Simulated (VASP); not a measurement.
Write the native input for VASP 6.6.1 that does the following.

```
Task                   : single point
Functional             : PBE
Potentials or basis    : VASP PAW PBE potentials, release 64 (Ga_d)
Cutoff                 : 520 eV
k mesh                 : 10 × 10 × 10
Occupations            : gaussian, width 0.023 eV
Spin                   : no spin polarisation
Dipole correction      : no
Further INCAR settings : ALGO = Normal; EDIFF = 1e-07; NBANDS = 12
```

The structure of Ga lies in POSCAR:

```
Ga
1.0
    2.7164800000      0.0000000000      0.0000000000
    0.0000000000      2.7164800000      0.0000000000
    0.0000000000      0.0000000000      2.7164800000
Ga
1
Direct
    0.0000000000      0.0000000000      0.0000000000
```

The input as run:

INCAR

```
SYSTEM = Ga
PREC     = Accurate       ! precision mode
ENCUT    = 520            ! plane-wave cutoff, eV
EDIFF    = 1E-7           ! SCF threshold, eV
ISMEAR   = 0              ! smearing method
SIGMA    = 0.023          ! smearing width, eV
LREAL    = .False.        ! projectors in reciprocal space
LASPH    = .True.         ! aspherical terms in the spheres
NELM     = 60             ! most SCF steps
ALGO     = Normal         ! electronic algorithm
ISIF     = 2              ! what is computed and relaxed
LWAVE    = .False.        ! write WAVECAR
LCHARG   = .False.        ! write CHGCAR
GGA      = PE             ! functional
NBANDS   = 12             ! bands
```

KPOINTS

```
Automatic mesh
0
Gamma
  10 10 10
  0 0 0
```

Potentials or basis: VASP PAW PBE potentials, release 64 (Ga_d).

Run with:

```console
$ cat potpaw_PBE.64/Ga_d/POTCAR > POTCAR
$ mpirun -np 1 vasp_std > vasp.out
```

It gave:

```yaml
Pressure: 0.6 GPa
```

Wall time 8.7 s on 1 thread of Intel Xeon 6975P-C, with other jobs on the host, peak memory 0.13 GiB.
